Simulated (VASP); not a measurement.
MnS (zincblende type): electric field gradients with PBE

The system is MnS (zincblende type).

```
CELL_PARAMETERS angstrom
0.00000 2.81971 2.81971
2.81971 0.00000 2.81971
2.81971 2.81971 0.00000
ATOMIC_POSITIONS crystal
Mn 0.00000 0.00000 0.00000
S 0.25000 0.25000 0.25000
```

```json
{
 "Program": "VASP 6.6.1",
 "Task": "electric field gradients",
 "Functional": "PBE",
 "Potentials or basis": "VASP PAW PBE potentials, release 64 (Mn_pv, S)",
 "Cutoff": "520 eV",
 "k mesh": "12 × 12 × 12",
 "Occupations": "fermi-dirac, width 0.05 eV",
 "Spin": "collinear spin, ferromagnetic start",
 "Starting moments": "[4.0, 0.0] μB",
 "Dipole correction": "no",
 "Further INCAR settings": "ALGO = Normal; EDIFF = 1e-08; NBANDS = 20"
}
```

| Quantity | Value |
| --- | --- |
| Pressure | 0.1 GPa |
| Net moment | 4.95 μB per cell |
| Site moments | Mn +4.36; S +0.09 μB |
| Largest electric field gradient by atom | under 0.05 V/Å² on every atom |
| Valence electrons inside the program's atomic spheres | Mn 11.36; S 3.76 |

Levels at points of the mesh, in eV from the Fermi level:
Spin up:
```csv
k point,band 8,band 9,band 10,band 11,band 12,band 13,band 14,band 15,band 16,band 17
"(0.00, 0.00, 0.00)",-3.22,-3.22,0.16,0.16,0.16,0.87,5.80,5.80,5.80,10.58
"(0.50, 0.00, 0.00)",-3.11,-3.11,-2.91,-0.83,-0.83,2.87,6.22,6.22,6.73,10.83
"(0.50, 0.50, 0.00)",-3.20,-3.01,-2.74,-2.17,-2.17,2.71,4.26,8.92,10.53,10.53
```
Spin down:
| k point | band 5 | band 6 | band 7 | band 8 | band 9 | band 10 |
| --- | --- | --- | --- | --- | --- | --- |
| (0.00, 0.00, 0.00) | -3.24 | -3.24 | -3.24 | 0.85 | 0.85 | 1.90 |
| (0.50, 0.00, 0.00) | -5.05 | -3.17 | -3.17 | 0.91 | 0.97 | 0.97 |
| (0.50, 0.50, 0.00) | -4.97 | -3.29 | -3.29 | 0.06 | 0.87 | 1.26 |

It took 97 s on 1 thread of Intel(R) Xeon(R) Platinum 8488C (Sapphire Rapids) (shared host), peak memory 0.25 GiB.

Caveat: a cell with one magnetic atom can't hold antiferromagnetic order, which such compounds often take; semilocal functionals often make such compounds metallic where correlation or magnetic order opens a gap, which also shifts bond lengths. With open d or f shells a metallic result of PBE can be an artefact of self-interaction; +U or a hybrid may open a gap.
